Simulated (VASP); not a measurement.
Here is a VASP 6.6.1 calculation.

Contents of INCAR:

```
SYSTEM = LiAg3Cl3
PREC     = Accurate       ! precision mode
ENCUT    = 520            ! plane-wave cutoff, eV
EDIFF    = 1E-6           ! SCF threshold, eV
ISMEAR   = 0              ! smearing method
SIGMA    = 0.2            ! smearing width, eV
LREAL    = .FALSE.        ! projectors in reciprocal space
LASPH    = .TRUE.         ! aspherical terms in the spheres
NELM     = 60             ! most SCF steps
ALGO     = Normal         ! electronic algorithm
ISIF     = 2              ! what is computed and relaxed
LWAVE    = .FALSE.        ! write WAVECAR
LCHARG   = .FALSE.        ! write CHGCAR
GGA      = PE             ! functional
NBANDS   = 38             ! bands
```

Contents of KPOINTS:

```
Automatic mesh
0
G
  6 4 4
  0 0 0
```

File POSCAR:

```
LiAg3Cl3
1.0
    0.0052554400     -3.5147867777      0.4842488499
   -6.8082878286      0.0212753558      0.2306509200
    3.5335564199      0.8718302525     -6.8418180769
Li Ag Cl
1 3 3
Direct
    0.3562774889      0.4427556611      0.8094566425
    0.4013223724      0.0455174347      0.8998918240
    0.6099967523      0.3663316157      0.3142893286
    0.0348210621     -0.0148480621      0.1643218084
    0.5336907706      0.7040112843      0.1618244746
   -0.1912455422      0.1817710834      0.7157504410
    0.2551370959      0.6077599830      0.6010644809
```

Potentials or basis: VASP PAW PBE potentials, release 64 (Li_sv, Ag, Cl).

Command:

```sh
$ cat potpaw_PBE.64/Li_sv/POTCAR potpaw_PBE.64/Ag/POTCAR potpaw_PBE.64/Cl/POTCAR > POTCAR
$ mpirun -np 1 vasp_std > vasp.out
```

Q: Predict the band gap on the k mesh.

A: Zero (an odd number of electrons rules out a gap without spin polarisation).

Q: What does it give for the largest force?

A: 0.015 eV/Å.

Forces on the atoms (eV/Å):
```
Li  -0.002  0.002  0.006
Ag   0.001  0.001  0.014
Ag  -0.001 -0.004 -0.008
Ag   0.000  0.002  0.002
Cl   0.000  0.001  0.000
Cl   0.012 -0.004 -0.008
Cl  -0.010  0.004 -0.007
```

Caveat: an odd number of electrons without spin polarisation forces a metal; a magnetic or distorted state may lie lower.
